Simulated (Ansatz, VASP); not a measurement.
# Y in VASP and in Ansatz

```
CELL_PARAMETERS angstrom
0.00000 2.49752 2.46015
2.49752 0.00000 2.46015
2.49752 2.49752 0.00000
ATOMIC_POSITIONS crystal
Y 0.00000 0.00000 0.00000
```

Alike in both runs: task electric field gradients; functional PBE; k mesh 13 × 13 × 13; no spin polarisation.

|  | VASP | Ansatz |
| --- | --- | --- |
| version | VASP 6.6.1 | Ansatz 0.2.0 |
| potentials or method | VASP PAW PBE potentials, release 64 (Y_sv), cutoff 520 eV | all-electron PAW with datasets made for the crystal, scalar-relativistic |
| occupations | tetrahedron | tetrahedron-uncorrected |

|  | VASP | Ansatz | Ansatz less VASP |
| --- | --- | --- | --- |
| gap on the k mesh at the Fermi level (eV) | none | none | - |
| pressure (GPa) | 2.3 | 2.5 | +0.14 |
| traceless stress, the component that is largest in VASP (GPa) | 0.32 | 0.32 | -0.002 |

A gap of «none» marks a metal or a gap that the smearing closes. Ansatz ran all-electron here, and VASP with PAW potentials.
